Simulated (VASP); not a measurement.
# CuAu (P4/mmm) in VASP: further runs, part 2 of 2

VASP 6.6.1.

### 4 Single point, PBE

INCAR reads:

```
SYSTEM = CuAu
PREC     = Accurate       ! precision mode
ENCUT    = 520            ! plane-wave cutoff, eV
EDIFF    = 1E-6           ! SCF threshold, eV
ISMEAR   = 0              ! smearing method
SIGMA    = 0.1            ! smearing width, eV
LREAL    = .False.        ! projectors in reciprocal space
LASPH    = .True.         ! aspherical terms in the spheres
NELM     = 80             ! most SCF steps
ALGO     = Normal         ! electronic algorithm
ISIF     = 2              ! what is computed and relaxed
LWAVE    = .False.        ! write WAVECAR
LCHARG   = .False.        ! write CHGCAR
GGA      = PE             ! functional
NBANDS   = 18             ! bands
```

KPOINTS reads:

```
regular mesh
0
Gamma
  6 6 4
  0 0 0
```

POSCAR reads:

```
CuAu
1.0
    2.8000000000      0.0000000000      0.0000000000
    0.0000000000      2.8000000000      0.0000000000
    0.0000000000      0.0000000000      3.6700000000
Cu Au
1 1
Direct
    0.8680000000      1.1260000000      1.2750000000
    0.3680000000      0.6260000000      0.7750000000
```

Potentials or basis: VASP PAW PBE potentials, release 64 (Cu, Au).

The run is started by

```console
$ cat potpaw_PBE.64/Cu/POTCAR potpaw_PBE.64/Au/POTCAR > POTCAR
$ mpirun -np 1 vasp_std > vasp.out
```

OUTCAR:

```text
SYSTEM = CuAu
   PREC = Accurate
   ENCUT = 520
   EDIFF = 1E-6
   ISMEAR = 0
   LREAL = .False.
   LASPH = .True.
   NELM = 80
   ISIF = 2
   GGA = PE

 ion  position               nearest neighbor table
   1  0.868  0.126  0.275-   2 2.70   2 2.70   2 2.70   2 2.70   2 2.70   2 2.70   2 2.70   2 2.70

   2  0.368  0.626  0.775-   1 2.70   1 2.70   1 2.70   1 2.70   1 2.70   1 2.70   1 2.70   1 2.70

  LATTYP: Found a simple tetragonal cell.
 ALAT       =     2.8000000000
 C/A-ratio  =     1.3107142857

  Lattice vectors:

 A1 = (   2.8000000000,   0.0000000000,   0.0000000000)
 A2 = (   0.0000000000,   2.8000000000,   0.0000000000)
 A3 = (   0.0000000000,   0.0000000000,   3.6700000000)

Analysis of symmetry for initial positions (statically):
=====================================================================
 Subroutine PRICEL returns:
 Original cell was already a primitive cell.

 Routine SETGRP: Setting up the symmetry group for a
 simple tetragonal supercell.

 Subroutine GETGRP returns: Found 16 space group operations
 (whereof  1 operations were pure point group operations)
 out of a pool of 16 trial point group operations.

The static configuration has the point symmetry C_1 .
 The point group associated with its full space group is D_4h.

Analysis of symmetry for dynamics (positions and initial velocities):
=====================================================================
 Subroutine PRICEL returns:
 Original cell was already a primitive cell.

 Routine SETGRP: Setting up the symmetry group for a
 simple tetragonal supercell.

 Subroutine GETGRP returns: Found 16 space group operations
 (whereof  1 operations were pure point group operations)
 out of a pool of 16 trial point group operations.

The dynamic configuration has the point symmetry C_1 .
 The point group associated with its full space group is D_4h.

 Subroutine INISYM returns: Found 16 space group operations
 (whereof  1 operations are pure point group operations),
 and found     1 'primitive' translations

----------------------------------------------------------------------------------------

                                     Primitive cell

  volume of cell :      28.7728

  direct lattice vectors                    reciprocal lattice vectors
     2.800000000  0.000000000  0.000000000     0.357142857  0.000000000  0.000000000
     0.000000000  2.800000000  0.000000000     0.000000000  0.357142857  0.000000000
     0.000000000  0.000000000  3.670000000     0.000000000  0.000000000  0.272479564

  length of vectors
     2.800000000  2.800000000  3.670000000     0.357142857  0.357142857  0.272479564

  position of ions in fractional coordinates (direct lattice)
     0.868000000  0.126000000  0.275000000
     0.368000000  0.626000000  0.775000000

  ion indices of the primitive-cell ions
   primitive index   ion index
                 1           1
                 2           2

----------------------------------------------------------------------------------------

 KPOINTS: regular mesh

Automatic generation of k-mesh.
 Grid dimensions read from file:
 generate k-points for:    6    6    4

 Generating k-lattice:

  Cartesian coordinates                     Fractional coordinates (reciprocal lattice)
     0.059523810  0.000000000  0.000000000     0.166666667  0.000000000  0.000000000
     0.000000000  0.059523810  0.000000000     0.000000000  0.166666667  0.000000000
     0.000000000  0.000000000  0.068119891     0.000000000  0.000000000  0.250000000

  Length of vectors
     0.059523810  0.059523810  0.068119891

  Shift w.r.t. Gamma in fractional coordinates (k-lattice)
     0.000000000  0.000000000  0.000000000

 Subroutine IBZKPT returns following result:
 ===========================================

 Found     30 irreducible k-points:

 Following reciprocal coordinates:
            Coordinates               Weight
  0.000000  0.000000  0.000000      1.000000
  0.166667  0.000000  0.000000      4.000000
  0.333333  0.000000  0.000000      4.000000
  0.500000  0.000000  0.000000      2.000000
  0.166667  0.166667  0.000000      4.000000
  0.333333  0.166667  0.000000      8.000000
[... 16 lines left out ...]
  0.333333  0.000000  0.500000      4.000000
  0.500000  0.000000  0.500000      2.000000
 [... further k-points ...]
   k-points           NKPTS =     30   k-points in BZ     NKDIM =     30   number of bands    NBANDS=     18
   number of dos      NEDOS =    301   number of ions     NIONS =      2
   total plane-waves  NPLWV =  16128
   dimension x,y,z NGX =    24 NGY =   24 NGZ =   28
   dimension x,y,z NGXF=    48 NGYF=   48 NGZF=   56
   ions per type =               1   1
   NGX,Y,Z   is equivalent  to a cutoff of  14.25, 14.25, 12.68 a.u.
   NGXF,Y,Z  is equivalent  to a cutoff of  28.50, 28.50, 25.37 a.u.
 SYSTEM =  CuAu
   PREC   = accura    normal or accurate (medium, high low for compatibility)
   ISTART =      0    job   : 0-new  1-cont  2-samecut
   ICHARG =      2    charge: 1-file 2-atom 10-const
   ISPIN  =      1    spin polarized calculation?
   LNONCOLLINEAR =      F non collinear calculations
   LSORBIT =      F    spin-orbit coupling
   LASPH  =      T    aspherical Exc in radial PAW
   ENCUT  =  520.0 eV  38.22 Ry    6.18 a.u.   5.21  5.21  6.82*2*pi/ulx,y,z
   NELM   =     80;   NELMIN=  2; NELMDL= -5     # of ELM steps
   EDIFF  = 0.1E-05   stopping-criterion for ELM
   LREAL  =      F    real-space projection
   EDIFFG = 0.1E-04   stopping-criterion for IOM
   NSW    =      0    number of steps for IOM
   IBRION =     -1    ionic relax: 0-MD 1-quasi-New 2-CG
   NFREE  =      0    steps in history (QN), initial steepest desc. (CG)
   ISIF   =      2    stress and relaxation
   ISYM   =      2    0-nonsym 1-usesym 2-fastsym
   POTIM  = 0.5000    time-step for ionic-motion
   TEBEG  =    0.0;   TEEND  =   0.0 temperature during run
   PSTRESS=    0.0 pullay stress
   NELECT =      22.0000    total number of electrons
   NUPDOWN=      -1.0000    fix difference up-down
   EMIN   =  10.00;   EMAX   =-10.00  energy-range for DOS
   EFERMI =   0.00;   METHOD = LEGACY
   ISMEAR =     0;   SIGMA  =   0.10  broadening in eV -4-tet -1-fermi 0-gaus
   EFERMI_NEDOS =   21; number of points for ismear=-14 and -15
   IALGO  =     38    algorithm
   IMIX   =      4    mixing-type and parameters
     AMIX     =   0.40;   BMIX     =  1.00
     AMIX_MAG =   1.60;   BMIX_MAG =  1.00
  volume/ion in A,a.u.               =      14.39        97.08
  Fermi-wavevector in a.u.,A,eV,Ry     =   1.497000  2.828919 30.490762  2.241008
  Thomas-Fermi vector in A             =   2.608944
   LORBIT       =      0    0 simple, 1 ext, 2 COOP (PROOUT), +10 PAW based schemes
   GGA     = PE    functional components
   LHFCALC =     F    Hartree Fock is set to
   AEXX    =    0.0000 exact exchange contribution
   IVDW    =     0    specifies the selected vdW correction
   LEPSILON=     F    determine dielectric tensor
   LRPA    =     F    only Hartree local field effects (RPA)
 non-spin polarized calculation
 Gauss-broadening in eV      SIGMA  =   0.10
  energy-cutoff  :      520.00
  volume of cell :       28.77
 maximum number of plane-waves:       800
 NGX is ok and might be reduce to    24
   NGX = 11   NGY = 11   NGZ = 13

 number of electron      21.9999998 magnetization

 Free energy of the ion-electron system (eV)
  ---------------------------------------------------
  ext. energy  EPLUGINS =         0.00000000
  ---------------------------------------------------
  free energy    TOTEN  =        -6.99153064 eV

  energy without entropy =       -6.98270532  energy(sigma->0) =       -6.98711798

 E-fermi :   8.9237     XC(G=0): -12.7334

 val. band max:        8.8985021391   @ k =   0.5000   0.1667   0.0000
 cond. band min:       8.9336440356   @ k =   0.3333   0.1667   0.5000
 fundamental gap:      0.0351418964
 Fermi energy:         8.9237015511

 k-point     1 :       0.0000    0.0000    0.0000
  band No.  band energies     occupation
      1      -0.9721      2.00000
      2       2.2137      2.00000
      3       2.3646      2.00000
      4       4.7964      2.00000
      5       4.7964      2.00000
      6       5.8833      2.00000
[... 10 lines left out ...]
     17      25.8616      0.00000
     18      26.3362      0.00000
[... 463 lines left out ...]
 k-point    24 :       0.5000    0.0000    0.5000
  band No.  band energies     occupation
      1       1.8641      2.00000
      2       2.1822      2.00000
      3       4.3634      2.00000
      4       4.7756      2.00000
      5       4.7902      2.00000
      6       6.1831      2.00000
[... 10 lines left out ...]
     17      25.2294      0.00000
     18      28.0107      0.00000

 [... further k-points ...]
[... 5 lines left out ...]
  --------------------------------------------------------------------------------------
  -------------------------------------------------------------------------------------
  Total        1.4764462      1.4764462      0.8548630      0.0000000      0.0000000      0.0000000
  in kB       82.2140574     82.2140574     47.6019756      0.0000000      0.0000000      0.0000000
  external PRESSURE =      70.6766968 kB  Pullay stress =       0.0000000 kB

 VOLUME and BASIS-vectors are now :
 -----------------------------------------------------------------------------
  energy-cutoff  :      520.00
  volume of cell :       28.77
      direct lattice vectors                 reciprocal lattice vectors
     2.800000000  0.000000000  0.000000000     0.357142857  0.000000000  0.000000000
     0.000000000  2.800000000  0.000000000     0.000000000  0.357142857  0.000000000
     0.000000000  0.000000000  3.670000000     0.000000000  0.000000000  0.272479564

 POSITION                                       TOTAL-FORCE (eV/Angst)
 -----------------------------------------------------------------------------------
      2.43040      0.35280      1.00925         0.000000      0.000000      0.000000
      1.03040      1.75280      2.84425         0.000000      0.000000      0.000000
 -----------------------------------------------------------------------------------
    total drift:                               -0.000064      0.000024     -0.000131

  FREE ENERGIE OF THE ION-ELECTRON SYSTEM (eV)
  ---------------------------------------------------
  free  energy   TOTEN  =        -6.9915306400 eV

  energy  without entropy=       -6.9827053163  energy(sigma->0) =       -6.98711798
```

Wall time 6.8 s (1 thread of Intel Xeon 6975P-C (Granite Rapids), shared host); peak memory 0.15 GiB.

What came out:

```
Free energy            : -6.9915 eV
Pressure               : 7.1 GPa
Band gap on the k mesh : zero (band 11 reaches 14.33 eV, above the bottom of band 12 at 6.91 eV)
```

Caveat: the k points lie up to 0.43 Å⁻¹ apart; spin-orbit coupling is left out, which moves the levels of the heavy elements.

### 5 Single point, LDA

INCAR reads:

```
SYSTEM = CuAu
ALGO = Fast
EDIFF = 1E-6
ENCUT = 520
GGA = CA
ISIF = 2
ISMEAR = 0
LASPH = .True.
LCHARG = .False.
LREAL = .False.
LWAVE = .False.
NBANDS = 18
NELM = 100
PREC = Accurate
SIGMA = 0.1
```

KPOINTS reads:

```
k-points
0
Gamma
  6 6 4
  0 0 0
```

POSCAR reads:

```
CuAu
1.0
    2.8000000000      0.0000000000      0.0000000000
    0.0000000000      2.8000000000      0.0000000000
    0.0000000000      0.0000000000      3.6700000000
Cu Au
1 1
Direct
    0.5000000000      0.5000000000      0.5000000000
    0.0000000000      0.0000000000      0.0000000000
```

Potentials or basis: VASP PAW LDA potentials, release 64 (Cu, Au).

The run is started by

```console
$ cat potpaw_LDA.64/Cu/POTCAR potpaw_LDA.64/Au/POTCAR > POTCAR
$ mpirun -np 1 vasp_std > vasp.out
```

OUTCAR:

```text
SYSTEM = CuAu
   EDIFF = 1E-6
   ENCUT = 520
   GGA = CA
   ISIF = 2
   ISMEAR = 0
   LASPH = .True.
   LREAL = .False.
   NELM = 100
   PREC = Accurate

 ion  position               nearest neighbor table
   1  0.500  0.500  0.500-   2 2.70   2 2.70   2 2.70   2 2.70   2 2.70   2 2.70   2 2.70   2 2.70

   2  0.000  0.000  0.000-   1 2.70   1 2.70   1 2.70   1 2.70   1 2.70   1 2.70   1 2.70   1 2.70

  LATTYP: Found a simple tetragonal cell.
 ALAT       =     2.8000000000
 C/A-ratio  =     1.3107142857

  Lattice vectors:

 A1 = (   2.8000000000,   0.0000000000,   0.0000000000)
[... 676 lines left out ...]
      6       5.9279      2.00000
[... 10 lines left out ...]
     17      25.0295      0.00000
     18      27.6855      0.00000

 [... further k-points ...]
[... 5 lines left out ...]
  --------------------------------------------------------------------------------------
  -------------------------------------------------------------------------------------
  Total       -0.9209566     -0.9209566     -1.4913973      0.0000000      0.0000000     -0.0000000
  in kB      -51.2823139    -51.2823139    -83.0465920      0.0000000      0.0000000     -0.0000000
  external PRESSURE =     -61.8704066 kB  Pullay stress =       0.0000000 kB

 VOLUME and BASIS-vectors are now :
 -----------------------------------------------------------------------------
  energy-cutoff  :      520.00
  volume of cell :       28.77
      direct lattice vectors                 reciprocal lattice vectors
     2.800000000  0.000000000  0.000000000     0.357142857  0.000000000  0.000000000
     0.000000000  2.800000000  0.000000000     0.000000000  0.357142857  0.000000000
     0.000000000  0.000000000  3.670000000     0.000000000  0.000000000  0.272479564

 POSITION                                       TOTAL-FORCE (eV/Angst)
 -----------------------------------------------------------------------------------
      1.40000      1.40000      1.83500         0.000000      0.000000      0.000000
      0.00000      0.00000      0.00000         0.000000      0.000000      0.000000
 -----------------------------------------------------------------------------------
    total drift:                                0.000000      0.000000     -0.000000

  FREE ENERGIE OF THE ION-ELECTRON SYSTEM (eV)
  ---------------------------------------------------
  free  energy   TOTEN  =        -9.1944803025 eV

  energy  without entropy=       -9.1856345675  energy(sigma->0) =       -9.19005743
```

Run time: 9.5 s. Hardware: 1 thread of Intel Xeon 6975P-C (Granite Rapids), shared host; peak memory 0.14 GiB.

What came out:

```yaml
Free_energy: -9.1945 eV
Pressure: -6.2 GPa
Band_gap_on_the_k_mesh: zero (band 11 reaches 13.99 eV, above the bottom of band 12 at 6.65 eV)
```

Caveat: the k points lie up to 0.43 Å⁻¹ apart; spin-orbit coupling is left out, which moves the levels of the heavy elements.

### 6 Single point, PBE

INCAR reads:

```
SYSTEM = CuAu
  ALGO = Fast
  EDIFF = 1E-6
  ENCUT = 520
  GGA = PE
  ISIF = 2
  ISMEAR = -4
  LASPH = .True.
  LCHARG = .False.
  LREAL = .False.
  LWAVE = .False.
  NBANDS = 18
  NELM = 60
  PREC = Accurate
  SIGMA = 0.1
```

KPOINTS is that of step 5.

POSCAR is that of step 5.

Potentials or basis: VASP PAW PBE potentials, release 64 (Cu, Au).

The run is started by

```console
$ cat potpaw_PBE.64/Cu/POTCAR potpaw_PBE.64/Au/POTCAR > POTCAR
$ mpirun -np 1 vasp_std > vasp.out
```

Run time: 9.8 s. Hardware: 1 thread of Intel Xeon 6975P-C (Granite Rapids), shared host; peak memory 0.15 GiB.

Results (log left out):

```
Free energy            : -6.6585 eV
Pressure               : 7.5 GPa
Band gap on the k mesh : zero (band 11 reaches 14.34 eV, above the bottom of band 12 at 6.87 eV)
```

Stress tensor (GPa, compression positive):
```
7.36 0.00 0.00
0.00 7.36 0.00
0.00 0.00 7.64
```

Levels at points of the mesh, in eV from the Fermi level:
```csv
k point,band 7,band 8,band 9,band 10,band 11,band 12,band 13,band 14,band 15,band 16
"(0.00, 0.00, 0.00)",-3.10,-2.39,-1.95,-1.72,-1.72,1.89,7.92,9.87,9.87,16.62
"(0.50, 0.00, 0.00)",-3.29,-3.23,-2.67,-2.44,-1.09,-0.38,9.26,9.35,11.23,11.26
"(0.50, 0.50, 0.00)",-1.94,-1.89,-1.62,-1.62,0.44,0.44,4.99,6.74,9.93,11.45
"(0.00, 0.00, 0.50)",-3.47,-3.03,-2.60,-2.58,-2.58,-2.24,14.20,14.46,14.46,15.01
"(0.50, 0.00, 0.50)",-2.11,-1.97,-1.84,-1.81,-1.30,-1.28,2.49,4.24,15.70,16.12
"(0.50, 0.50, 0.50)",-3.44,-2.39,-1.93,-1.88,5.23,5.31,5.31,6.04,6.73,6.86
```

Caveat: the k points lie up to 0.43 Å⁻¹ apart; spin-orbit coupling is left out, which moves the levels of the heavy elements.

### 7 Summary

```csv
level,potentials or basis,smearing,gap on the mesh (eV),pressure (GPa)
RPBE,"VASP PAW PBE potentials, release 64 (Cu, Au)",gaussian 0.1 eV,none,11.6
PBEsol,"VASP PAW PBE potentials, release 64 (Cu, Au)",gaussian 0.1 eV,none,-1.4
PBE,"VASP PAW PBE potentials, release 64 (Cu, Au)",gaussian 0.1 eV,none,7.1
LDA,"VASP PAW LDA potentials, release 64 (Cu, Au)",gaussian 0.1 eV,none,-6.2
PBE,"VASP PAW PBE potentials, release 64 (Cu, Au)",tetrahedron,none,7.5
```

Alike in all rows: task single point; no spin polarisation; cell as given; k mesh 6 × 6 × 4; cutoff (eV) 520.

Caveats: all runs use coarse meshes; spin-orbit coupling is left out, which moves the levels of the heavy elements; the PAW data sets were made with another functional, which shifts forces and pressure a little (some runs).

Absolute energies hang on the potentials; compare differences alone.
